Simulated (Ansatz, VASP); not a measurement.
# Two plane-wave programs on AlN

```
Al N
1.0
    -0.14244    1.96369    1.96369
     1.89247   -0.07122    1.89247
     2.03491    2.03491   -0.21367
Al N
1 1
Cartesian
  1.8925 1.9637 1.8212
  0.0000 0.0000 0.0000
```

Change from the starting cell: engineering shear strain xz -0.1400, engineering shear strain yz -0.0700.

Alike in both runs: task single point; functional PBE; k mesh 10 × 10 × 10; occupations gaussian, width 0.05 eV; no spin polarisation.

|  | VASP | Ansatz |
| --- | --- | --- |
| version | VASP 6.6.1 | Ansatz 0.2.0 |
| potentials or method | VASP PAW PBE potentials, release 64 (Al, N), cutoff 520 eV | scalar-relativistic, plane waves, PAW |
| valence electrons in the cell | 8 | 8 |

Ansatz gave:

- gap on the k mesh at the Fermi level (eV): 1.51
- least direct gap on the mesh (eV): 3.51
- pressure (GPa): 3.1
- traceless stress, the component that is largest in VASP (GPa): 43.38

Question: Which values does VASP return?

Answer: gap on the k mesh at the Fermi level (eV): 1.50; least direct gap on the mesh (eV): 3.52; pressure (GPa): 3.0; traceless stress, the component that is largest in VASP (GPa): 43.41.
